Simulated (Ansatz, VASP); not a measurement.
**One calculation of LaNb4O, two programs**

```
La Nb O
1.0
     3.95016    0.00000    0.00000
     0.00000    3.95016    0.00000
     0.00000    0.00000    7.93441
La Nb O
1 4 1
Direct
  0.00000 0.00000 0.00000
  0.50000 0.00000 0.66591
  0.00000 0.50000 0.33409
  0.50000 0.00000 0.33409
  0.00000 0.50000 0.66591
  0.50000 0.50000 0.50000
```

Change from the starting cell: species swapped into the Na4SeS type (P4/mmm, No. 123).

Alike in both runs: functional PBE; k mesh 4 × 4 × 4; occupations gaussian, width 0.1 eV; no spin polarisation.

Ansatz relaxed the structure, and its values are those at the end. VASP's run is a single point on that final structure, the one shown.

|  | VASP | Ansatz |
| --- | --- | --- |
| version | VASP 6.6.1 | Ansatz 0.2.0 |
| potentials or method | VASP PAW PBE potentials, release 64 (La, Nb_sv, O), cutoff 520 eV | scalar-relativistic, plane waves, PAW |
| valence electrons in the cell | 69 | 69 |

Ansatz gave:

| Item | Value |
| --- | --- |
| gap on the k mesh at the Fermi level (eV) | none |
| pressure (GPa) | -0.1 |

Question: Estimate VASP's values.

Answer: gap on the k mesh at the Fermi level (eV): none; pressure (GPa): -0.2.

A gap of «none» marks a metal or a gap that the smearing closes. With one functional, cell and mesh, what is left measures potentials, basis and numerics.

The k mesh is coarse, so the values compare programs but aren't converged. Neither program's run includes spin-orbit coupling.
